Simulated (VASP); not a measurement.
Runs of VASP 6.6.1 on Rh. The structure is that of space group Fm-3m (No. 225), or close to it. The cells are those of the table. 

```csv
task,potentials or basis,cell,cutoff (eV),second run,k mesh for the DOS,occupations for the DOS,gap on the mesh (eV),pressure (GPa)
single point,"VASP PAW LDA potentials, release 64 (Rh_pv)","a = 2.622 Å, angles 60.0°, 1 atom",520,-,-,-,none,(a)
single point,"VASP PAW LDA potentials, release 64 (Rh_sv_GW)","a = 2.622 Å, angles 60.0°, 1 atom",530,valence_matched,-,-,none,11.0
single point,"VASP PAW LDA potentials, release 64 (Rh_pv)","a = 2.687 Å, angles 60.0°, 1 atom",520,-,-,-,none,-9.9
single point,"VASP PAW LDA potentials, release 64 (Rh_pv)","a = 2.654 Å, angles 60.0°, 1 atom",520,-,-,-,none,0.8
```

Alike in all rows: level LDA; no spin polarisation; k mesh 18 × 18 × 18; smearing gaussian 0.05 eV.

Fill in the values left out.

(a) 14.0.

A k mesh can miss the band edges, and the runs leave out spin-orbit coupling on Rh.

A gap of «none» marks levels without a gap at the run's occupations.

The runs don't all hold the same shells in valence.
